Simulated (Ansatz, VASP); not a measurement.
CeO2 in VASP and in Ansatz

```
Ce O
1.0
     0.00000    2.78069    2.78069
     2.78069    0.00000    2.78069
     2.78069    2.78069    0.00000
Ce O
1 2
Direct
  0.00000 0.00000 0.00000
  0.25000 0.25000 0.25000
  0.75000 0.75000 0.75000
```

Alike in both runs: task single point; functional r2SCAN; k mesh 8 × 8 × 8; occupations gaussian, width 0.05 eV; no spin polarisation.

```csv
,VASP,Ansatz
version,VASP 6.6.1,Ansatz 0.2.0
potentials or method,"VASP PAW PBE potentials, release 64 (Ce, O), cutoff 520 eV","scalar-relativistic, plane waves, PAW"
valence electrons in the cell,24,24
```

VASP gave:

| Quantity | Value |
| --- | --- |
| gap on the k mesh at the Fermi level (eV) | 1.94 |
| least direct gap on the mesh (eV) | 2.05 |
| pressure (GPa) | -11.4 |

**Question.** Estimate Ansatz's values.

**Answer.** gap on the k mesh at the Fermi level (eV): 1.98; least direct gap on the mesh (eV): 2.09; pressure (GPa): -11.2.

VASP's potentials were made for PBE, not for r2SCAN.

Neither program's run includes spin-orbit coupling.
